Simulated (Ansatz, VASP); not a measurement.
HfO2 in VASP and in Ansatz

The input INCAR:

```
ALGO = Normal
EDIFF = 1E-6
ENCUT = 520
GGA = RP
ISIF = 2
ISMEAR = -1
IVDW = 12
LASPH = T
LCHARG = F
LREAL = F
LWAVE = F
NBANDS = 56
NELM = 60
PREC = Accurate
SIGMA = 0.05
```

Contents of KPOINTS:

```
k-points
0
Gamma
  5 6 5
```

Contents of POSCAR:

```
HfO2
1.0
    5.1129138024      0.0000000000      0.0000000000
    0.0000000000      4.9025969881      0.0000000000
    0.0000000000      0.0000000000      4.9299483645
Hf O
4 8
Direct
    0.9669940000      0.7325208200      0.7414403500
    0.5330060000      0.7325208200      0.2414403500
    0.4669940000      0.2674791800      0.7414403500
    0.0330060000      0.2674791800      0.2414403500
    0.6321274500      0.9286454000      0.8792672600
    0.8678725500      0.9286454000      0.3792672600
    0.2339485200      0.5398830500      0.4922923900
    0.2660514800      0.5398830500      0.9922923900
    0.7660514800      0.4601169500      0.9922923900
    0.7339485200      0.4601169500      0.4922923900
    0.1321274500      0.0713546000      0.8792672600
    0.3678725500      0.0713546000      0.3792672600
```

The input input.yaml:

```yaml
crystal:
  lattice:
    - [5.1129138024, 0.0, 0.0]
    - [0.0, 4.9025969881, 0.0]
    - [0.0, 0.0, 4.9299483645]
  atoms:
    - { symbol: Hf, position: [0.966994, 0.73252082, 0.74144035] }
    - { symbol: Hf, position: [0.533006, 0.73252082, 0.24144035] }
    - { symbol: Hf, position: [0.466994, 0.26747918, 0.74144035] }
    - { symbol: Hf, position: [0.033006, 0.26747918, 0.24144035] }
    - { symbol: O, position: [0.63212745, 0.9286454, 0.87926726] }
    - { symbol: O, position: [0.86787255, 0.9286454, 0.37926726] }
    - { symbol: O, position: [0.23394852, 0.53988305, 0.49229239] }
    - { symbol: O, position: [0.26605148, 0.53988305, 0.99229239] }
    - { symbol: O, position: [0.76605148, 0.46011695, 0.99229239] }
    - { symbol: O, position: [0.73394852, 0.46011695, 0.49229239] }
    - { symbol: O, position: [0.13212745, 0.0713546, 0.87926726] }
    - { symbol: O, position: [0.36787255, 0.0713546, 0.37926726] }
hamiltonian:
  xc: rpbe
  pseudopotentials: { kind: paw }
  dispersion: d3bj
kpoints:
  mp_grid: { grid: [5, 6, 5] }
scf:
  occupations: { method: fermi_dirac, width: 0.05 }
output:
  forces: true
  stress: true
  eigenvalues: true
  write_density: true
  write_potential: true
  elf: true
  volumetric_format: npy
```

Alike in both runs: task single point; functional RPBE; dispersion D3(BJ); k mesh 5 × 6 × 5; occupations fermi-dirac, width 0.05 eV; no spin polarisation.

|  | VASP | Ansatz |
| --- | --- | --- |
| version | VASP 6.6.1 | Ansatz 0.2.0 |
| potentials or method | VASP PAW PBE potentials, release 64 (Hf_pv, O) | Ansatz PAW |
| plane-wave cutoff (eV) | 520 | 420 |
| valence electrons in the cell | 88 | 152 |

```tsv
	VASP	Ansatz	Ansatz less VASP
gap on the k mesh at the Fermi level (eV)	4.73	4.77	+0.040
least direct gap on the mesh (eV)	4.92	4.95	+0.031
pressure (GPa)	5.9	9.9	+4.00
traceless stress, the component that is largest in VASP (GPa)	1.15	1.10	-0.053
rms of the force components (eV/Å)	0.196	0.223	+0.0268
```

VASP's potentials were made for PBE, not for RPBE. Atom by atom the forces differ by 0.035 eV/Å (rms over components). VASP's potentials hold 88 valence electrons a cell and Ansatz's 152, so a difference there can come from the potentials and not from the codes.

Spin-orbit coupling is off throughout. Noted on Ansatz's run: odd divisions of the mesh miss points on the zone boundary, where band edges often lie, so the gap on the mesh can be too wide.
